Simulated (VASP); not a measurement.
# Cu12Si in VASP: single point with PBE

Aim: the single point of Cu12Si with PBE.

All numbers are computed with VASP 6.6.1; they aren't measurements. Logs are shortened: lines on timing, memory, paths and dates and some standing lists are left out, and cuts for length are marked.

**1. The cell of the first run**

The cell holds a slab with vacuum, 13 atoms: a = 5.133 Å, b = 5.133 Å, c = 19.029 Å, α = 90.00°, β = 90.00°, γ = 90.00°.

**2. Single point, PBE**

The input, INCAR:

```
ALGO = Normal
DIPOL = 0.5 0.5 0.317
EDIFF = 1E-7
ENCUT = 520
GGA = PE
IDIPOL = 3
ISIF = 2
ISMEAR = 0
LASPH = True
LCHARG = False
LDIPOL = True
LREAL = False
LWAVE = False
NBANDS = 80
NELM = 60
PREC = Accurate
SIGMA = 0.1
```

The input, KPOINTS:

```
k-points
0
Gamma
  5 5 1
```

The input, POSCAR:

```
Cu12Si
1.0
    5.1332392713      0.0000000000      0.0000000000
    0.0000000000      5.1332392713      0.0000000000
    0.0000000000      0.0000000000     19.0289058448
Cu Si
12 1
Direct
    0.2500000000      0.2500000000      0.2102065160
    0.2500000000      0.7500000000      0.2102065160
    0.7500000000      0.2500000000      0.2102065160
    0.7500000000      0.7500000000      0.2102065160
    0.0000000000      0.0000000000      0.3029343270
    0.0000000000      0.5000000000      0.3029343270
    0.5000000000      0.0000000000      0.3029343270
    0.5000000000      0.5000000000      0.3029343270
    0.2500000000      0.2500000000      0.3956562666
    0.2500000000      0.7500000000      0.3956562666
    0.7500000000      0.2500000000      0.3956562666
    0.7500000000      0.7500000000      0.3956562666
    0.3333333333      0.5000000000      0.4890260383
```

Potentials or basis: VASP PAW PBE potentials, release 64 (Cu, Si).

On the command line:

```
$ cat potpaw_PBE.64/Cu/POTCAR potpaw_PBE.64/Si/POTCAR > POTCAR
$ mpirun -np 1 vasp_std > vasp.out
```

OUTCAR:

```text
EDIFF = 1E-7
   ENCUT = 520
   GGA = PE
   ISIF = 2
   ISMEAR = 0
   LASPH = True
   LREAL = False
   NELM = 60
   PREC = Accurate

 ion  position               nearest neighbor table
   1  0.250  0.250  0.210-   5 2.53   6 2.53   7 2.53   8 2.53   2 2.57   3 2.57   2 2.57   3 2.57

   2  0.250  0.750  0.210-   5 2.53   6 2.53   7 2.53   8 2.53   1 2.57   4 2.57   1 2.57   4 2.57

   3  0.750  0.250  0.210-   5 2.53   6 2.53   7 2.53   8 2.53   1 2.57   4 2.57   4 2.57   1 2.57
[... 4 lines left out ...]
                             6 2.57   7 2.57   6 2.57   7 2.57
   6  0.000  0.500  0.303-   9 2.53  10 2.53  11 2.53  12 2.53   1 2.53   2 2.53   3 2.53   4 2.53
                             5 2.57   8 2.57   5 2.57   8 2.57
   7  0.500  0.000  0.303-   9 2.53  10 2.53  11 2.53  12 2.53   1 2.53   2 2.53   3 2.53   4 2.53
                             5 2.57   8 2.57   8 2.57   5 2.57
   8  0.500  0.500  0.303-   9 2.53  10 2.53  11 2.53  12 2.53   1 2.53   2 2.53   3 2.53   4 2.53
                             6 2.57   7 2.57   7 2.57   6 2.57
   9  0.250  0.250  0.396-  13 2.23   6 2.53   7 2.53   8 2.53   5 2.53  11 2.57  10 2.57  10 2.57
                            11 2.57
  10  0.250  0.750  0.396-  13 2.23   6 2.53   7 2.53   8 2.53   5 2.53  12 2.57   9 2.57   9 2.57
                            12 2.57
  11  0.750  0.250  0.396-   5 2.53   6 2.53   7 2.53   8 2.53   9 2.57  12 2.57  12 2.57   9 2.57

  12  0.750  0.750  0.396-   5 2.53   6 2.53   7 2.53   8 2.53  10 2.57  11 2.57  11 2.57  10 2.57

  13  0.333  0.500  0.489-   9 2.23  10 2.23

  LATTYP: Found a simple tetragonal cell.
 ALAT       =     5.1332392713
 C/A-ratio  =     3.7069976362

  Lattice vectors:

 A1 = (   5.1332392713,   0.0000000000,   0.0000000000)
 A2 = (   0.0000000000,   5.1332392713,   0.0000000000)
 A3 = (   0.0000000000,   0.0000000000,  19.0289058448)

Analysis of symmetry for initial positions (statically):
=====================================================================
 Subroutine PRICEL returns:
 Original cell was already a primitive cell.

 Routine SETGRP: Setting up the symmetry group for a
 simple tetragonal supercell.

 Subroutine GETGRP returns: Found  2 space group operations
 (whereof  2 operations were pure point group operations)
 out of a pool of 16 trial point group operations.

The static configuration has the point symmetry C_1h.

Analysis of symmetry for dynamics (positions and initial velocities):
=====================================================================
 Subroutine PRICEL returns:
[... 136 lines left out ...]
  volume/ion in A,a.u.               =      38.57       260.29
  Fermi-wavevector in a.u.,A,eV,Ry     =   1.059714  2.002570 15.279271  1.122995
  Thomas-Fermi vector in A             =   2.195070
   LORBIT       =      0    0 simple, 1 ext, 2 COOP (PROOUT), +10 PAW based schemes
   GGA     = PE    functional components
   LHFCALC =     F    Hartree Fock is set to
   AEXX    =    0.0000 exact exchange contribution
   IVDW    =     0    specifies the selected vdW correction
   LEPSILON=     F    determine dielectric tensor
   LRPA    =     F    only Hartree local field effects (RPA)
 non-spin polarized calculation
 Gauss-broadening in eV      SIGMA  =   0.10
  energy-cutoff  :      520.00
  volume of cell :      501.41
 maximum number of plane-waves:     13595
 NGX is ok and might be reduce to    40
   NGX = 19   NGY = 19   NGZ = 71

 dipolmoment           0.000000      0.000000     -0.184895 electrons x Angstroem

 number of electron     135.9999786 magnetization

 dipolmoment           0.000000      0.000000      0.022379 electrons x Angstroem

 Free energy of the ion-electron system (eV)
  ---------------------------------------------------
  ext. energy  EPLUGINS =         0.00000000
  ---------------------------------------------------
  free energy    TOTEN  =       -44.46279699 eV

  energy without entropy =      -44.43000824  energy(sigma->0) =      -44.44640261

 E-fermi :  -0.7571     XC(G=0):  -5.0409

 val. band max:       -0.7776475206   @ k =   0.4000   0.2000   0.0000
 cond. band min:      -0.7018519842   @ k =  -0.2000   0.4000   0.0000
 fundamental gap:      0.0757955365
 Fermi energy:        -0.7571142517

 k-point     1 :       0.0000    0.0000    0.0000
  band No.  band energies     occupation
      1      -9.5397      2.00000
      2      -8.2578      2.00000
      3      -6.1676      2.00000
      4      -5.6788      2.00000
      5      -5.6679      2.00000
      6      -5.4290      2.00000
[... 736 lines left out ...]
     79       4.8737      0.00000
     80       4.9993      0.00000

------------------------ aborting loop because EDIFF is reached ----------------------------------------

 vacuum level on the upper side and lower side of the slab       (xc-potential included)        -0.055        -0.177

  FORCE on cell =-STRESS in cart. coord.  units (eV):
  Direction    XX          YY          ZZ          XY          YZ          ZX
  --------------------------------------------------------------------------------------
  -------------------------------------------------------------------------------------
  Total       -4.9923207     -2.9069020      2.0379256      0.0000000      0.0000000      1.0307782
  in kB      -15.9520398     -9.2884691      6.5118152      0.0000000      0.0000000      3.2936615
  external PRESSURE =      -6.2428979 kB  Pullay stress =       0.0000000 kB

 VOLUME and BASIS-vectors are now :
 -----------------------------------------------------------------------------
  energy-cutoff  :      520.00
  volume of cell :      501.41
      direct lattice vectors                 reciprocal lattice vectors
     5.133239271  0.000000000  0.000000000     0.194808764  0.000000000  0.000000000
     0.000000000  5.133239271  0.000000000     0.000000000  0.194808764  0.000000000
     0.000000000  0.000000000 19.028905845     0.000000000  0.000000000  0.052551629

 POSITION                                       TOTAL-FORCE (eV/Angst)
 -----------------------------------------------------------------------------------
      1.28331      1.28331      4.00000        -0.040901     -0.071697     -0.022181
      1.28331      3.84993      4.00000        -0.040901      0.071697     -0.022181
      3.84993      1.28331      4.00000         0.039628     -0.091814     -0.058387
      3.84993      3.84993      4.00000         0.039628      0.091814     -0.058387
      0.00000      0.00000      5.76451        -0.064703      0.000000     -0.198467
      0.00000      2.56662      5.76451        -0.017006      0.000000     -0.174862
      2.56662      0.00000      5.76451         0.065110      0.000000     -0.158761
      2.56662      2.56662      5.76451         0.029538      0.000000     -0.294451
      1.28331      1.28331      7.52891        -0.201957     -0.545803      0.011937
      1.28331      3.84993      7.52891        -0.201957      0.545803      0.011937
      3.84993      1.28331      7.52891        -0.097040      0.043325      0.451138
      3.84993      3.84993      7.52891        -0.097040     -0.043325      0.451138
      1.71108      2.56662      9.30563         0.587599      0.000000      0.061528
 -----------------------------------------------------------------------------------
    total drift:                               -0.000260      0.000000     -0.000453

  FREE ENERGIE OF THE ION-ELECTRON SYSTEM (eV)
  ---------------------------------------------------
  free  energy   TOTEN  =       -44.4627969870 eV

  energy  without entropy=      -44.4300082382  energy(sigma->0) =      -44.44640261

 vacuum level on the upper side and lower side of the slab         3.908         3.797
```

stdout:

```text
POSCAR found type information on POSCAR CuSi
 POSCAR found :  2 types and      13 ions
 scaLAPACK will be used
 LDA part: xc-table for (Slater+PW92), standard interpolation
 POSCAR, INCAR and KPOINTS ok, starting setup
 FFT: planning ... GRIDC
 FFT: planning ... GRID_SOFT
 FFT: planning ... GRID
 WAVECAR not read
 entering main loop
```

Run time: 19 min. Hardware: 1 thread of Intel Xeon 8259CL, shared host; peak memory 0.66 GiB.

Results:

* Free energy: -44.4628 eV
* Largest force: 0.591 eV/Å
* Band gap on the k mesh: zero (bands 68 and 69 overlap by 0.56 eV)

Forces in eV/Å, atoms in the order of the input:
```
Cu  -0.041 -0.072 -0.022
Cu  -0.041  0.072 -0.022
Cu   0.040 -0.092 -0.058
Cu   0.040  0.092 -0.058
Cu  -0.065  0.000 -0.198
Cu  -0.017  0.000 -0.175
Cu   0.065  0.000 -0.159
Cu   0.030  0.000 -0.294
Cu  -0.202 -0.546  0.012
Cu  -0.202  0.546  0.012
Cu  -0.097  0.043  0.451
Cu  -0.097 -0.043  0.451
Si   0.588  0.000  0.062
```

Levels at points of the mesh, in eV from the Fermi level:
```csv
k point,band 65,band 66,band 67,band 68,band 69,band 70,band 71,band 72
"(0.00, 0.00, 0.00)",-0.64,-0.45,-0.29,-0.29,-0.03,-0.03,0.20,1.01
```

The gap in the log of VASP goes by the Fermi energy; the results here count the filled bands.